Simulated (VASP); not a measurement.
**Zn: relaxation of shape and atoms at fixed volume with PBEsol**

Crystal: Zn.

```
CELL_PARAMETERS angstrom
2.61835 0.00000 0.00000
-1.30918 2.26756 0.00000
0.00000 0.00000 4.94354
ATOMIC_POSITIONS crystal
Zn 0.33333 0.66667 0.25000
Zn 0.66667 0.33333 0.75000
```

- Program: VASP 6.6.1
- Task: relaxation of shape and atoms at fixed volume
- Functional: PBEsol
- Potentials or basis: VASP PAW PBE potentials, release 64 (Zn)
- Cutoff: 600 eV
- k mesh: 18 × 18 × 8
- Occupations: gaussian, width 0.1 eV
- Spin: no spin polarisation
- Dipole correction: no
- Further INCAR settings: ALGO = Fast; EDIFF = 1e-06; IBRION = 2; EDIFFG = -0.01; NSW = 50; ISIF = 4

The energy gained by relaxing is 0.5 meV/atom and the ionic steps are 3. The pressure after relaxing is -1.7 GPa and the band gap on the k mesh is zero (bands 12 and 13 overlap by 5.17 eV).

Stress tensor (GPa, compression positive):
```
-1.66  0.00  0.00
 0.00 -1.66  0.00
 0.00  0.00 -1.82
```

The path:
```csv
step,energy change (eV),largest force (eV/Å),pressure (GPa),volume (Å³)
1,0.0000,0.0000,-2.18,29.35
2,-0.0005,0.0000,-1.91,29.35
3,-0.0010,0.0000,-1.72,29.35
```

Final structure:
```
CELL_PARAMETERS angstrom
2.60254 0.00000 0.00000
-1.30127 2.25387 0.00000
0.00000 0.00000 5.00378
ATOMIC_POSITIONS crystal
Zn 0.33333 0.66667 0.25000
Zn 0.66667 0.33333 0.75000
```

Levels at points of the mesh, in eV from the Fermi level:
```tsv
k point	band 8	band 9	band 10	band 11	band 12	band 13	band 14	band 15	band 16
(0.00, 0.00, 0.00)	-7.34	-7.34	-7.16	-7.16	-4.02	-3.44	12.72	16.60	18.59
(0.50, 0.00, 0.00)	-7.19	-6.94	-6.92	-2.88	-2.05	2.46	3.55	4.09	5.71
(0.00, 0.00, 0.50)	-7.79	-7.24	-7.24	-7.24	-7.24	4.00	4.00	19.86	19.86
(0.50, 0.00, 0.50)	-7.20	-6.93	-6.93	-1.97	-1.97	0.30	0.30	9.87	9.87
```

Run time: 3.1 min on 1 thread of Intel(R) Xeon(R) Platinum 8259CL CPU @ 2.50GHz (Skylake/Cascade Lake), on a shared host, peak memory 0.22 GiB.

Caveat: the PAW data sets were made with another functional, which shifts forces and pressure a little.
